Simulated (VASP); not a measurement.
# Ni (P6_3/mmc) in VASP: notebook, part 2 of 2

VASP 6.6.1.

## 5. Single point, PBEsol (9.12 Å³/atom)

This run uses another cell than the first one, of 9.12 Å³/atom.

Contents of INCAR:

```
SYSTEM = Ni
PREC     = Accurate       ! precision mode
ENCUT    = 520            ! plane-wave cutoff, eV
EDIFF    = 1E-7           ! SCF threshold, eV
ISMEAR   = -1             ! smearing method
SIGMA    = 0.1            ! smearing width, eV
LREAL    = .FALSE.        ! projectors in reciprocal space
LASPH    = .TRUE.         ! aspherical terms in the spheres
NELM     = 100            ! most SCF steps
ALGO     = Normal         ! electronic algorithm
ISIF     = 2              ! what is computed and relaxed
LWAVE    = .FALSE.        ! write WAVECAR
LCHARG   = .FALSE.        ! write CHGCAR
GGA      = PS             ! functional
NBANDS   = 28             ! bands
```

Contents of KPOINTS:

```
regular mesh
0
G
  17 17 5
  0 0 0
```

Contents of POSCAR:

```
Ni
1.0
    2.3431031985      0.0000000000      0.0000000000
   -1.1715515992      2.0291868935      0.0000000000
    0.0000000000      0.0000000000      7.6758944014
Ni
4
Direct
    1.0000000000      1.0000000000      0.0000000000
    1.0000000000      1.0000000000      0.5000000000
    0.3333333333      0.6666666667      0.2500000000
    0.6666666667      0.3333333333      0.7500000000
```

Potentials or basis: VASP PAW PBE potentials, release 64 (Ni).

On the command line:

```sh
> cat potpaw_PBE.64/Ni/POTCAR > POTCAR
> mpirun -np 1 vasp_std > vasp.out
```

OUTCAR:

```text
SYSTEM = Ni
   PREC = Accurate
   ENCUT = 520
   EDIFF = 1E-7
   ISMEAR = -1
   LREAL = .FALSE.
   LASPH = .TRUE.
   NELM = 100
   ISIF = 2
   GGA = PS

 ion  position               nearest neighbor table
   1  0.000  0.000  0.000-   3 2.35   4 2.35   3 2.35   4 2.35   4 2.35   3 2.35
   2  0.000  0.000  0.500-   3 2.35   4 2.35   3 2.35   4 2.35   4 2.35   3 2.35
   3  0.333  0.667  0.250-   1 2.35   2 2.35   1 2.35   2 2.35   1 2.35   2 2.35
   4  0.667  0.333  0.750-   1 2.35   2 2.35   1 2.35   2 2.35   1 2.35   2 2.35

  LATTYP: Found a hexagonal cell.
 ALAT       =     2.3431031985
 C/A-ratio  =     3.2759523380
[... 944 lines left out ...]
  --------------------------------------------------------------------------------------
  -------------------------------------------------------------------------------------
  Total        9.0385059      9.0385059      9.0402711      0.0000000     -0.0000000      0.0000000
  in kB      396.7937028    396.7937028    396.8711946      0.0000000     -0.0000000      0.0000000
  external PRESSURE =     396.8195334 kB  Pullay stress =       0.0000000 kB

 VOLUME and BASIS-vectors are now :
 -----------------------------------------------------------------------------
  energy-cutoff  :      520.00
  volume of cell :       36.50
      direct lattice vectors                 reciprocal lattice vectors
     2.343103199  0.000000000  0.000000000     0.426784446  0.246404115  0.000000000
    -1.171551599  2.029186893  0.000000000     0.000000000  0.492808229  0.000000000
     0.000000000  0.000000000  7.675894401     0.000000000  0.000000000  0.130277978

 POSITION                                       TOTAL-FORCE (eV/Angst)
 -----------------------------------------------------------------------------------
      0.00000      0.00000      0.00000         0.000000      0.000000      0.000000
      0.00000      0.00000      3.83795         0.000000      0.000000      0.000000
     -0.00000      1.35279      1.91897        -0.000000     -0.000000      0.000000
      1.17155      0.67640      5.75692         0.000000      0.000000     -0.000000
 -----------------------------------------------------------------------------------
    total drift:                                0.000000     -0.000000      0.000000

  FREE ENERGIE OF THE ION-ELECTRON SYSTEM (eV)
  ---------------------------------------------------
  free  energy   TOTEN  =       -23.9501070180 eV

  energy  without entropy=      -23.6367934193  energy(sigma->0) =      -23.79345022
```

OSZICAR:

```text
N       E                     dE             d eps       ncg     rms          rms(c)
DAV:   1     0.251893368499E+03    0.25189E+03   -0.18110E+04  5856   0.215E+03
DAV:   2    -0.139552713707E+02   -0.26585E+03   -0.25473E+03  5544   0.359E+02
DAV:   3    -0.284315986654E+02   -0.14476E+02   -0.13985E+02  5916   0.114E+02
[... 11 lines left out ...]
DAV:  15    -0.239501079787E+02    0.82498E-06   -0.13654E-05  6344   0.598E-02    0.615E-03
DAV:  16    -0.239501073726E+02    0.60609E-06   -0.17033E-06  6412   0.181E-02    0.152E-03
DAV:  17    -0.239501072111E+02    0.16146E-06   -0.10496E-07  3096   0.408E-03    0.617E-04
DAV:  18    -0.239501070399E+02    0.17122E-06   -0.16101E-08  2932   0.150E-03    0.336E-04
DAV:  19    -0.239501070180E+02    0.21877E-07   -0.83568E-09  2908   0.117E-03
   1 F= -.23950107E+02 E0= -.23793450E+02  d E =-.313314E+00
```

stdout:

```text
POSCAR found type information on POSCAR Ni
 POSCAR found :  1 types and       4 ions
 scaLAPACK will be used
 -----------------------------------------------------------------------------
|                                                                             |
|                                                                             |
|     You enforced a specific xc type in the INCAR file but a different       |
|     I HOPE YOU KNOW WHAT YOU ARE DOING!                                     |
|                                                                             |
 -----------------------------------------------------------------------------

 LDA part: xc-table for (Slater+PW92), standard interpolation
 POSCAR, INCAR and KPOINTS ok, starting setup
 FFT: planning ... GRIDC
 FFT: planning ... GRID_SOFT
 FFT: planning ... GRID
 WAVECAR not read
 entering main loop
```

Wall time 57 s (1 thread of Intel Xeon 6975P-C (Granite Rapids), shared host); peak memory 0.2 GiB.

What came out:

- Free energy: -23.9501 eV
- Pressure: 39.7 GPa
- Band gap on the k mesh: zero (bands 20 and 21 overlap by 0.74 eV)

Caveat: the cell stands under pressure; the PAW data sets were made with another functional, which shifts forces and pressure a little; the run has no spin polarisation, though such a crystal can be magnetic. Spin polarisation is off, so any magnetic state and its effect on volume and gap are missing.

## 6. Single point, PBEsol (9.54 Å³/atom)

This run uses another cell than the first one, of 9.54 Å³/atom.

Contents of INCAR:

```
PREC     = Accurate       # precision mode
ENCUT    = 520            # plane-wave cutoff, eV
EDIFF    = 1E-7           # SCF threshold, eV
ISMEAR   = -1             # smearing method
SIGMA    = 0.1            # smearing width, eV
LREAL    = False          # projectors in reciprocal space
LASPH    = True           # aspherical terms in the spheres
NELM     = 60             # most SCF steps
ALGO     = Normal         # electronic algorithm
ISIF     = 2              # what is computed and relaxed
LWAVE    = False          # write WAVECAR
LCHARG   = False          # write CHGCAR
GGA      = PS             # functional
NBANDS   = 28             # bands
```

Contents of KPOINTS:

```
Automatic mesh
0
Gamma
  17 17 5
```

Contents of POSCAR:

```
Ni
1.0
    2.3780800446      0.0000000000      0.0000000000
   -1.1890400223      2.0594777309      0.0000000000
    0.0000000000      0.0000000000      7.7904768823
Ni
4
Direct
    1.0000000000      1.0000000000      0.0000000000
    1.0000000000      1.0000000000      0.5000000000
    0.3333333333      0.6666666667      0.2500000000
    0.6666666667      0.3333333333      0.7500000000
```

Potentials or basis: VASP PAW PBE potentials, release 64 (Ni).

On the command line:

```sh
> cat potpaw_PBE.64/Ni/POTCAR > POTCAR
> mpirun -np 1 vasp_std > vasp.out
```

Run time: 58 s. Hardware: 1 thread of Intel Xeon 6975P-C (Granite Rapids), shared host; peak memory 0.2 GiB.

Results (log left out):

| Quantity | Value |
| --- | --- |
| Free energy | -24.2724 eV |
| Pressure | 23.2 GPa |
| Band gap on the k mesh | zero (bands 20 and 21 overlap by 0.69 eV) |

Levels at points of the mesh, in eV from the Fermi level:
```tsv
k point	band 18	band 19	band 20	band 21	band 22	band 23
(0.00, 0.00, 0.00)	-0.82	-0.82	-0.53	-0.53	-0.50	-0.10
```

Caveat: the cell stands under pressure; the PAW data sets were made with another functional, which shifts forces and pressure a little; the run has no spin polarisation, though such a crystal can be magnetic. Spin polarisation is off, so any magnetic state and its effect on volume and gap are missing.

## 7. Overview

```csv
spin,cell,k mesh,smearing,gap on the mesh (eV),pressure (GPa),moment (μB)
"collinear, ferromagnetic start","a = 2.345, b = 2.345, c = 7.683 Å, angles 90.0, 90.0, 120.0°, 4 atoms",17 × 17 × 5,fermi-dirac 0.05 eV,none,39.4,2.28
"collinear, ferromagnetic start","a = 2.380, b = 2.380, c = 7.798 Å, angles 90.0, 90.0, 120.0°, 4 atoms",17 × 17 × 5,fermi-dirac 0.05 eV,none,23.1,2.36
off,"a = 2.445, b = 2.445, c = 8.010 Å, angles 90.0, 90.0, 120.0°, 4 atoms",14 × 14 × 4,fermi-dirac 0.1 eV,none,0.2,-
off,"a = 2.343, b = 2.343, c = 7.676 Å, angles 90.0, 90.0, 120.0°, 4 atoms",17 × 17 × 5,fermi-dirac 0.1 eV,none,39.7,-
off,"a = 2.378, b = 2.378, c = 7.790 Å, angles 90.0, 90.0, 120.0°, 4 atoms",17 × 17 × 5,fermi-dirac 0.1 eV,none,23.2,-
```

Alike in all rows: task single point; level PBEsol; potentials or basis VASP PAW PBE potentials, release 64 (Ni); cutoff (eV) 520.

Caveats: the PAW data sets were made with another functional, which shifts forces and pressure a little; the cell stands under pressure (at least some runs).

Total energies depend on the potentials used, so only differences within one code and one set of settings carry meaning.
